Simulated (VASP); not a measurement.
Runs of VASP 6.6.1 on Mn. The structure is hexagonal, space group P6_3/mmc (No. 194). Conventional cell: a = 2.484 Å, b = 2.484 Å, c = 4.026 Å, α = 90.00°, β = 90.00°, γ = 120.00°. Mn (site symmetry -6m2) has 12 Mn at 2.47 to 2.48 Å within 3.3 Å. This isn't the form of Mn at room conditions, which is a 58-atom cubic cell.

| level | potentials or basis | spin | fixed moment (μB) | k mesh | cutoff (eV) | pressure (GPa) | moment (μB) |
| --- | --- | --- | --- | --- | --- | --- | --- |
| PBEsol | VASP PAW PBE potentials, release 64 (Mn_pv) | non-collinear, typed start | - | 9 × 9 × 5 | 520 | -11.5 | 0.00 |
| PBE | VASP PAW PBE potentials, release 64 (Mn_sv) | collinear, ferromagnetic start | 12.0 | 10 × 10 × 6 | 680 | (a) | 12.00 |
| PBE | VASP PAW PBE potentials, release 64 (Mn_sv) | collinear, ferromagnetic start | 10.0 | 10 × 10 × 6 | 680 | 172.7 | 10.00 |
| PBE | VASP PAW PBE potentials, release 64 (Mn_sv) | collinear, ferromagnetic start | 6.0 | 10 × 10 × 6 | 680 | (b) | 6.00 |

Alike in all rows: task single point; cell as given; smearing fermi-dirac 0.05 eV.

Task: Fill in the values left out.

Result: (a) 277.3; (b) 57.3.

Caveats: the total moment is fixed, so each spin has its own Fermi level and the state may be an excited one (at least some runs); the cell stands under pressure (at least some runs); the cell stands under tension (at least some runs); the PAW data sets were made with another functional, which shifts forces and pressure a little (at least some runs); the stress differs along the axes, from 273 to 286 GPa (at least some runs).

The runs don't all hold the same shells in valence.
